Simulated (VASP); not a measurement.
Here is a VASP 6.6.1 calculation.

INCAR

```
SYSTEM = Bi
PREC = Accurate ; ENCUT = 520
EDIFF = 1E-8 ; ISMEAR = -1
SIGMA = 0.08 ; LREAL = .False.
LASPH = .True. ; NELM = 60
ALGO = Normal ; ISIF = 2
LWAVE = .False. ; LCHARG = .False.
GGA = PS ; LEFG = .True.
NBANDS = 22
```

KPOINTS

```
regular mesh
0
Gamma
  9 9 3
  0 0 0
```

Contents of POSCAR:

```
Bi
1.0
    4.4482202937      0.0000000000      0.0000000000
   -2.2241101469      3.8522717760      0.0000000000
    0.0000000000      0.0000000000     11.8290000000
Bi
2
Direct
    0.3333333333      0.6666666667      0.2500000000
    0.6666666667      0.3333333333      0.7500000000
```

Potentials or basis: VASP PAW PBE potentials, release 64 (Bi_d).

Command:

```bash
$ cat potpaw_PBE.64/Bi_d/POTCAR > POTCAR
$ mpirun -np 1 vasp_std > vasp.out
```

Estimate the pressure.

-3.7 GPa.

Predict the band gap on the k mesh.

zero (bands 15 and 16 overlap by 2.37 eV).

Electric field gradients, principal values (V/Å²):
```csv
atom,least,middle,greatest (by size)
1 Bi,107.822,107.826,-215.648
2 Bi,107.822,107.826,-215.648
```

Caveat: the cell differs from its parent crystal (equal xx and yy strain of -2 %); the cell stands under tension; without QUAD_EFG the Cq values of the log hold for a quadrupole moment of 1 mb, not for the nuclei; the PAW data sets were made with another functional, which shifts forces and pressure a little; spin-orbit coupling is left out, which moves the levels of the heavy elements.
